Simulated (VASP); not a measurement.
# Te2Mo (Cmmm) in VASP: a series of runs

Runs on Te2Mo. Level: PBE. Tasks: single point, relaxation of cell and atoms.

Program: VASP 6.6.1. These are calculated values, not measurements. Logs are shortened: lines on timing, memory, paths and dates and some standing lists are left out, and cuts for length are marked.

## 1. The cell of the first run

The structure is orthorhombic, space group Cmmm (No. 65). Conventional cell: a = 7.244 Å, b = 7.611 Å, c = 3.282 Å, α = 90.00°, β = 90.00°, γ = 90.00°. Te (site symmetry 2/m) has 2 Mo at 2.63 Å and 2 Te at 3.28 Å within 3.5 Å. Mo (site symmetry mmm) has 4 Te at 2.63 Å and 2 Mo at 3.28 Å within 3.5 Å.

## 2. Single point, PBE

Input file INCAR:

```
SYSTEM = Te2Mo
  PREC = Accurate
  ENCUT = 520
  EDIFF = 1E-6
  ISMEAR = 0
  SIGMA = 0.1
  LREAL = .FALSE.
  LASPH = .TRUE.
  NELM = 60
  ALGO = Normal
  ISIF = 2
  LWAVE = .FALSE.
  LCHARG = .FALSE.
  GGA = PE
  NBANDS = 20
```

Input file KPOINTS:

```
Automatic mesh
0
G
  4 4 4
  0 0 0
```

Input file POSCAR:

```
Te2Mo
1.0
    3.6217547587     -3.8053874684      0.0000000000
    3.6217547587      3.8053874684      0.0000000000
    0.0000000000      0.0000000000      3.2815880589
Te Mo
2 1
Direct
    0.0000000000      0.5000000000      0.0000000000
    0.5000000000      0.0000000000      0.0000000000
    0.0000000000      0.0000000000      0.0000000000
```

Potentials or basis: VASP PAW PBE potentials, release 64 (Te, Mo_sv).

On the command line:

```sh
$ cat potpaw_PBE.64/Te/POTCAR potpaw_PBE.64/Mo_sv/POTCAR > POTCAR
$ mpirun -np 1 vasp_std > vasp.out
```

OUTCAR:

```text
SYSTEM = Te2Mo
   PREC = Accurate
   ENCUT = 520
   EDIFF = 1E-6
   ISMEAR = 0
   LREAL = .FALSE.
   LASPH = .TRUE.
   NELM = 60
   ISIF = 2
   GGA = PE

 ion  position               nearest neighbor table
   1  0.000  0.500  0.000-   3 2.63   3 2.63   2 3.62   2 3.62
   2  0.500  0.000  0.000-   3 2.63   3 2.63   1 3.62   1 3.62
   3  0.000  0.000  0.000-   1 2.63   2 2.63   1 2.63   2 2.63

  LATTYP: Found a base centered orthorhombic cell.
 ALAT       =     7.2435095174
 B/A-ratio  =     1.0507026903
 C/A-ratio  =     0.4530384134

  Lattice vectors:

 A1 = (   3.6217547587,  -3.8053874684,   0.0000000000)
 A2 = (   3.6217547587,   3.8053874684,   0.0000000000)
 A3 = (   0.0000000000,   0.0000000000,   3.2815880589)

Analysis of symmetry for initial positions (statically):
=====================================================================
 Subroutine PRICEL returns:
 Original cell was already a primitive cell.

 Routine SETGRP: Setting up the symmetry group for a
 base centered orthorhombic supercell.

 Subroutine GETGRP returns: Found  8 space group operations
 (whereof  8 operations were pure point group operations)
 out of a pool of  8 trial point group operations.

The static configuration has the point symmetry D_2h.

Analysis of symmetry for dynamics (positions and initial velocities):
=====================================================================
 Subroutine PRICEL returns:
 Original cell was already a primitive cell.

 Routine SETGRP: Setting up the symmetry group for a
 base centered orthorhombic supercell.

 Subroutine GETGRP returns: Found  8 space group operations
 (whereof  8 operations were pure point group operations)
 out of a pool of  8 trial point group operations.

The dynamic configuration has the point symmetry D_2h.

 Subroutine INISYM returns: Found  8 space group operations
 (whereof  8 operations are pure point group operations),
 and found     1 'primitive' translations

----------------------------------------------------------------------------------------

                                     Primitive cell

  volume of cell :      90.4549

  direct lattice vectors                    reciprocal lattice vectors
     3.621754759 -3.805387468  0.000000000     0.138054626 -0.131392665  0.000000000
     3.621754759  3.805387468  0.000000000     0.138054626  0.131392665  0.000000000
[... 80 lines left out ...]
   LASPH  =      T    aspherical Exc in radial PAW
   ENCUT  =  520.0 eV  38.22 Ry    6.18 a.u.   9.77  9.77  6.10*2*pi/ulx,y,z
   NELM   =     60;   NELMIN=  2; NELMDL= -5     # of ELM steps
   EDIFF  = 0.1E-05   stopping-criterion for ELM
   LREAL  =      F    real-space projection
   EDIFFG = 0.1E-04   stopping-criterion for IOM
   NSW    =      0    number of steps for IOM
   IBRION =     -1    ionic relax: 0-MD 1-quasi-New 2-CG
   NFREE  =      0    steps in history (QN), initial steepest desc. (CG)
   ISIF   =      2    stress and relaxation
   ISYM   =      2    0-nonsym 1-usesym 2-fastsym
   POTIM  = 0.5000    time-step for ionic-motion
   TEBEG  =    0.0;   TEEND  =   0.0 temperature during run
   PSTRESS=    0.0 pullay stress
   NELECT =      26.0000    total number of electrons
   NUPDOWN=      -1.0000    fix difference up-down
   EMIN   =  10.00;   EMAX   =-10.00  energy-range for DOS
   EFERMI =   0.00;   METHOD = LEGACY
   ISMEAR =     0;   SIGMA  =   0.10  broadening in eV -4-tet -1-fermi 0-gaus
   EFERMI_NEDOS =   21; number of points for ismear=-14 and -15
   IALGO  =     38    algorithm
   IMIX   =      4    mixing-type and parameters
     AMIX     =   0.40;   BMIX     =  1.00
     AMIX_MAG =   1.60;   BMIX_MAG =  1.00
  volume/ion in A,a.u.               =      30.15       203.47
  Fermi-wavevector in a.u.,A,eV,Ry     =   1.080410  2.041679 15.881889  1.167286
  Thomas-Fermi vector in A             =   2.216400
   LORBIT       =      0    0 simple, 1 ext, 2 COOP (PROOUT), +10 PAW based schemes
   GGA     = PE    functional components
   LHFCALC =     F    Hartree Fock is set to
   AEXX    =    0.0000 exact exchange contribution
   IVDW    =     0    specifies the selected vdW correction
   LEPSILON=     F    determine dielectric tensor
   LRPA    =     F    only Hartree local field effects (RPA)
 non-spin polarized calculation
 Gauss-broadening in eV      SIGMA  =   0.10
  energy-cutoff  :      520.00
  volume of cell :       90.45
 maximum number of plane-waves:      2446
   NGX = 19   NGY = 19   NGZ = 13

 number of electron      25.9999993 magnetization

 Free energy of the ion-electron system (eV)
  ---------------------------------------------------
  ext. energy  EPLUGINS =         0.00000000
  ---------------------------------------------------
  free energy    TOTEN  =       -15.29908683 eV

  energy without entropy =      -15.28172882  energy(sigma->0) =      -15.29040782

 E-fermi :   6.2021     XC(G=0):  -9.4487

 val. band max:        6.1816770246   @ k =  -0.2500   0.2500   0.0000
 cond. band min:       6.2143524405   @ k =   0.2500   0.2500   0.0000
 fundamental gap:      0.0326754159
 Fermi energy:         6.2021279422

 k-point     1 :       0.0000    0.0000    0.0000
  band No.  band energies     occupation
      1     -54.8155      2.00000
      2     -29.1258      2.00000
      3     -29.1222      2.00000
      4     -28.4934      2.00000
      5      -6.5775      2.00000
      6      -5.3416      2.00000
[... 472 lines left out ...]
     19      12.9613      0.00000
     20      13.7938      0.00000

------------------------ aborting loop because EDIFF is reached ----------------------------------------

  FORCE on cell =-STRESS in cart. coord.  units (eV):
  Direction    XX          YY          ZZ          XY          YZ          ZX
  --------------------------------------------------------------------------------------
  -------------------------------------------------------------------------------------
  Total        0.0730674     -0.1052333      0.0064615     -0.0000000      0.0000000      0.0000000
  in kB        1.2942028     -1.8639400      0.1144481     -0.0000000      0.0000000      0.0000000
  external PRESSURE =      -0.1517630 kB  Pullay stress =       0.0000000 kB

 VOLUME and BASIS-vectors are now :
 -----------------------------------------------------------------------------
  energy-cutoff  :      520.00
  volume of cell :       90.45
      direct lattice vectors                 reciprocal lattice vectors
     3.621754759 -3.805387468  0.000000000     0.138054626 -0.131392665  0.000000000
     3.621754759  3.805387468  0.000000000     0.138054626  0.131392665  0.000000000
     0.000000000  0.000000000  3.281588059     0.000000000  0.000000000  0.304730509

 POSITION                                       TOTAL-FORCE (eV/Angst)
 -----------------------------------------------------------------------------------
      1.81088      1.90269      0.00000         0.000000     -0.000000      0.000000
      1.81088     -1.90269      0.00000         0.000000      0.000000      0.000000
      0.00000      0.00000      0.00000        -0.000000     -0.000000      0.000000
 -----------------------------------------------------------------------------------
    total drift:                               -0.000000      0.000000     -0.000000

  FREE ENERGIE OF THE ION-ELECTRON SYSTEM (eV)
  ---------------------------------------------------
  free  energy   TOTEN  =       -15.2990868265 eV

  energy  without entropy=      -15.2817288191  energy(sigma->0) =      -15.29040782
```

OSZICAR:

```text
N       E                     dE             d eps       ncg     rms          rms(c)
DAV:   1     0.158778114514E+03    0.15878E+03   -0.12075E+04   904   0.114E+03
DAV:   2    -0.925140000123E+01   -0.16803E+03   -0.16452E+03  1096   0.271E+02
DAV:   3    -0.157373171430E+02   -0.64859E+01   -0.63797E+01   976   0.468E+01
DAV:   4    -0.158525774718E+02   -0.11526E+00   -0.11508E+00  1120   0.651E+00
DAV:   5    -0.158541060908E+02   -0.15286E-02   -0.15284E-02   996   0.681E-01    0.117E+01
DAV:   6    -0.156409017169E+02    0.21320E+00   -0.45924E+00   920   0.105E+01    0.476E+00
DAV:   7    -0.153971789247E+02    0.24372E+00   -0.32404E+00   920   0.685E+00    0.436E+00
DAV:   8    -0.152979854786E+02    0.99193E-01   -0.43639E-01   936   0.364E+00    0.980E-01
DAV:   9    -0.152986952401E+02   -0.70976E-03   -0.13483E-02   944   0.678E-01    0.351E-01
DAV:  10    -0.152989364441E+02   -0.24120E-03   -0.18743E-03   948   0.313E-01    0.653E-02
DAV:  11    -0.152990311221E+02   -0.94678E-04   -0.19848E-04   980   0.777E-02    0.233E-02
DAV:  12    -0.152990715132E+02   -0.40391E-04   -0.47102E-05   908   0.288E-02    0.742E-03
DAV:  13    -0.152990853149E+02   -0.13802E-04   -0.15935E-05   924   0.164E-02    0.404E-03
DAV:  14    -0.152990864729E+02   -0.11580E-05   -0.14852E-06   828   0.598E-03    0.139E-03
DAV:  15    -0.152990868265E+02   -0.35359E-06   -0.32139E-07   608   0.288E-03
   1 F= -.15299087E+02 E0= -.15290408E+02  d E =-.173580E-01
```

It took 35 s on 1 thread of Intel Xeon Platinum 8488C (Sapphire Rapids), shared host; peak memory 0.2 GiB.

What came out:

```yaml
Free_energy: -15.2991 eV
Pressure: 0.0 GPa
Band_gap_on_the_k_mesh: zero (band 13 reaches 6.91 eV, above the bottom of band 14 at 5.54 eV)
```

Caveat: the k points lie up to 0.48 Å⁻¹ apart; spin-orbit coupling is left out, which moves the levels of the heavy elements.

## 3. Single point, PBE

This run uses another cell than the first one, of 34.48 Å³/atom, 1.144 times its volume.

Input file INCAR:

```
SYSTEM = Te2Mo
  PREC = Accurate
  ENCUT = 520
  EDIFF = 1E-6
  ISMEAR = 0
  SIGMA = 0.1
  LREAL = .False.
  LASPH = .True.
  NELM = 60
  ALGO = Normal
  ISIF = 2
  LWAVE = .False.
  LCHARG = .False.
  GGA = PE
  NBANDS = 20
```

Input file KPOINTS:

```
regular mesh
0
Gamma
  4 4 4
  0 0 0
```

Input file POSCAR:

```
Te2Mo
1.0
    3.3438865700     -3.4589191500      0.0000000000
    3.3438865700      3.4589191500      0.0000000000
    0.0000000000      0.0000000000      4.4716211800
Te Mo
2 1
Direct
    0.0000000000      0.5000000000      0.0000000000
    0.5000000000      0.0000000000      0.0000000000
    0.0000000000      0.0000000000      0.0000000000
```

Potentials or basis: VASP PAW PBE potentials, release 64 (Te, Mo_sv).

On the command line:

```sh
$ cat potpaw_PBE.64/Te/POTCAR potpaw_PBE.64/Mo_sv/POTCAR > POTCAR
$ mpirun -np 1 vasp_std > vasp.out
```

Wall time 49 s (1 thread of Intel Xeon Platinum 8488C (Sapphire Rapids), shared host); peak memory 0.22 GiB.

It converged, with:

| Item | Value |
| --- | --- |
| Free energy | -13.4860 eV |
| Pressure | 15.2 GPa |
| Band gap on the k mesh | zero (band 13 reaches 5.78 eV, above the bottom of band 14 at 4.10 eV) |

Stress tensor (GPa, compression positive):
```
22.83  0.00  0.00
 0.00 26.16  0.00
 0.00  0.00 -3.30
```

Levels at points of the mesh, in eV from the Fermi level:
```csv
k point,band 9,band 10,band 11,band 12,band 13,band 14,band 15,band 16,band 17,band 18
"(0.00, 0.00, 0.00)",-2.36,-1.86,-0.92,-0.73,-0.66,-0.20,0.23,0.81,1.21,3.20
"(0.50, 0.00, 0.00)",-3.02,-2.22,-2.14,-1.41,-0.74,-0.67,1.72,2.42,2.61,4.65
"(0.50, 0.50, 0.00)",-5.11,-3.03,-2.85,-0.59,0.84,1.82,2.47,2.52,5.17,5.31
"(0.00, 0.00, 0.50)",-3.31,-1.83,-1.26,-1.04,-0.97,0.36,0.47,0.93,1.37,3.98
"(0.50, 0.00, 0.50)",-3.89,-2.85,-2.03,-1.95,-0.95,0.56,1.71,1.83,3.11,4.18
"(0.50, 0.50, 0.50)",-5.09,-3.85,-3.66,0.80,1.01,1.81,1.84,1.88,1.92,3.21
```

Caveat: spin-orbit coupling is left out, which moves the levels of the heavy elements.

## 4. Relaxation of cell and atoms, PBE

This run uses another cell than the first one, of 34.48 Å³/atom, 1.144 times its volume.

Input file INCAR:

```
PREC     = Accurate       # precision mode
ENCUT    = 600            # plane-wave cutoff, eV
EDIFF    = 1E-7           # SCF threshold, eV
ISMEAR   = 0              # smearing method
SIGMA    = 0.1            # smearing width, eV
LREAL    = False          # projectors in reciprocal space
LASPH    = True           # aspherical terms in the spheres
NELM     = 60             # most SCF steps
ALGO     = Normal         # electronic algorithm
ISIF     = 3              # what is computed and relaxed
LWAVE    = False          # write WAVECAR
LCHARG   = False          # write CHGCAR
GGA      = PE             # functional
IBRION   = 2              # ionic algorithm
NSW      = 90             # ionic steps
EDIFFG   = -0.04          # ionic threshold
```

Input file KPOINTS:

```
Automatic mesh
0
Gamma
  4 4 4
```

POSCAR is that of step 3.

On the command line:

```sh
$ cat potpaw_PBE.64/Te/POTCAR potpaw_PBE.64/Mo_sv/POTCAR > POTCAR
$ mpirun -np 1 vasp_std > vasp.out
```

It took 17 min on 1 thread of Intel Xeon Platinum 8488C (Sapphire Rapids), shared host; peak memory 0.27 GiB.

The run converged. Its results:

| Quantity | Value |
| --- | --- |
| Free energy | -15.4621 eV |
| Relaxed volume | 29.03 Å³/atom |
| Relaxed cell | a = 5.383 Å, b = 5.383 Å, c = 3.005 Å, α = 90.00°, β = 90.00°, γ = 90.06° |
| Space group after relaxing (to 0.05 Å) | P4/mmm (No. 123) |
| Energy gained by relaxing | 658.7 meV/atom |
| Ionic steps | 23 |
| Pressure after relaxing | 0.1 GPa |
| Band gap on the k mesh | zero (band 13 reaches 7.30 eV, above the bottom of band 14 at 6.18 eV) |

Step by step:
```tsv
step	energy change (eV)	largest force (eV/Å)	pressure (GPa)	volume (Å³)
1	0.0000	0.0000	15.22	103.44
2	1.1252	0.0000	-9.24	157.07
3	-1.1351	0.0000	-2.38	121.85
4	-1.1478	0.0000	-1.50	120.29
5	-1.1487	0.0000	-1.15	119.71
6	-1.2364	0.0000	-1.37	115.99
7	-1.4440	0.0000	-1.53	106.26
8	-1.6644	0.0000	2.10	86.45
9	-1.6354	0.0000	-0.95	95.65
10	-1.6986	0.0000	0.22	90.70
11	-1.7478	0.0000	-0.14	88.46
12	-0.2528	0.0000	13.60	79.52
13	-1.7647	0.0000	-0.12	88.06
14	-1.7492	0.0000	2.79	84.17
15	-1.8235	0.0000	0.09	87.16
16	-1.8715	0.0000	1.01	85.71
17	-1.8736	0.0000	0.81	85.96
18	-1.9231	0.0000	-0.70	87.92
19	-1.9230	0.0000	-0.62	87.81
20	-1.9701	0.0000	-0.58	87.86
21	-1.9749	0.0000	-0.54	87.84
22	-1.9750	0.0000	-0.53	87.84
23	-1.9760	0.0000	0.11	87.08
```

Final structure:
```yaml
crystal:
  lattice:
    - [3.80475, -3.80865, 0.00000]
    - [3.80475, 3.80865, 0.00000]
    - [0.00000, 0.00000, 3.00456]
  atoms:
    - { symbol: Te, position: [0.00000, 0.50000, 0.00000] }
    - { symbol: Te, position: [0.50000, 0.00000, 0.00000] }
    - { symbol: Mo, position: [0.00000, 0.00000, 0.00000] }
```

Levels at points of the mesh, in eV from the Fermi level:
| k point | band 11 | band 12 | band 13 | band 14 | band 15 | band 16 |
| --- | --- | --- | --- | --- | --- | --- |
| (0.00, 0.00, 0.00) | -1.55 | -1.54 | -0.15 | 0.81 | 0.81 | 1.38 |
| (0.50, 0.00, 0.00) | -2.39 | 0.37 | 0.37 | 0.39 | 0.81 | 3.61 |
| (0.50, 0.50, 0.00) | -0.61 | 0.26 | 0.37 | 0.37 | 4.45 | 4.62 |
| (0.00, 0.00, 0.50) | -2.07 | -2.07 | -0.93 | 0.41 | 0.42 | 0.54 |
| (0.50, 0.00, 0.50) | -2.04 | -1.56 | -0.85 | -0.47 | 1.13 | 1.38 |
| (0.50, 0.50, 0.50) | -3.40 | -0.46 | -0.46 | 0.87 | 1.11 | 1.30 |

Caveat: the volume moved by over 15 % at a fixed basis, so the end points are rough; spin-orbit coupling is left out, which moves the levels of the heavy elements.

[end of part 1 of 2]
